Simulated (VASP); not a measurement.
A run of VASP 6.6.1 is set up as follows.

INCAR

```
PREC     = Accurate       # precision mode
ENCUT    = 600            # plane-wave cutoff, eV
EDIFF    = 1E-6           # SCF threshold, eV
ISMEAR   = -1             # smearing method
SIGMA    = 0.02           # smearing width, eV
LREAL    = False          # projectors in reciprocal space
LASPH    = True           # aspherical terms in the spheres
NELM     = 80             # most SCF steps
ALGO     = Normal         # electronic algorithm
ISIF     = 3              # what is computed and relaxed
LWAVE    = False          # write WAVECAR
LCHARG   = False          # write CHGCAR
GGA      = PS             # functional
IBRION   = 2              # ionic algorithm
NSW      = 80             # ionic steps
EDIFFG   = -0.005         # ionic threshold
```

The input KPOINTS:

```
Automatic mesh
0
Gamma
  6 6 6
```

File POSCAR:

```
BaTiO3
1.0
    3.9861129279      0.0000000000      0.0000000000
    0.0000000000      3.9861129279      0.0000000000
    0.0000000000      0.0000000000      4.1980356845
Ba Ti O
1 1 3
Direct
    0.0000000000      0.0000000000     -0.0104426150
    0.5000000000      0.5000000000      0.4722700993
    0.5000000000      0.5000000000      0.0405145117
    0.5000000000      0.0000000000      0.5203290020
    0.0000000000      0.5000000000      0.5203290020
```

Potentials or basis: VASP PAW PBE potentials, release 64 (Ba_sv, Ti_sv, O).

Launch:

```sh
$ cat potpaw_PBE.64/Ba_sv/POTCAR potpaw_PBE.64/Ti_sv/POTCAR potpaw_PBE.64/O/POTCAR > POTCAR
$ mpirun -np 1 vasp_std > vasp.out
```

(1) Estimate the space group after relaxing (to 0.1 Å).

(2) Estimate the relaxed cell.

## Answers

(1) P4mm (No. 99).

(2) a = 3.968 Å, b = 3.968 Å, c = 4.064 Å, α = 90.00°, β = 90.00°, γ = 90.00°.
